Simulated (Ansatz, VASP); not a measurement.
# Two plane-wave programs on SiSe4

```
Si Se
1.0
     4.83360    0.00000    0.00000
     0.00000    4.83360    0.00000
     0.00000    0.00000    4.83360
Si Se
1 4
Direct
  0.00000 0.00000 0.00000
  0.50000 0.00000 0.00000
  0.00000 0.50000 0.00000
  0.00000 0.00000 0.50000
  0.50000 0.50000 0.50000
```

Change from the starting cell: species swapped into the Co4N type (Pm-3m, No. 221).

Alike in both runs: task relaxation of cell and atoms; functional PBE; k mesh 8 × 8 × 8; occupations gaussian, width 0.1 eV; no spin polarisation.

|  | VASP | Ansatz |
| --- | --- | --- |
| version | VASP 6.6.1 | Ansatz 0.2.0 |
| potentials or method | VASP PAW PBE potentials, release 64 (Si, Se), cutoff 600 eV | scalar-relativistic, plane waves, PAW |
| valence electrons in the cell | 28 | 68 |

|  | VASP | Ansatz | Ansatz less VASP |
| --- | --- | --- | --- |
| gap on the k mesh at the Fermi level, each at its own relaxed structure (eV) | none | none | - |
| relaxed volume (Å³/atom) | 22.44 | 22.44 | -0.003 |
| relaxed cell length with the largest relative difference (Å) | 4.823 | 4.823 | -0.0002 |

A gap of «none» marks a metal or a gap that the smearing closes. VASP's potentials hold 28 valence electrons a cell and Ansatz's 68, so a difference there can come from the potentials and not from the codes.
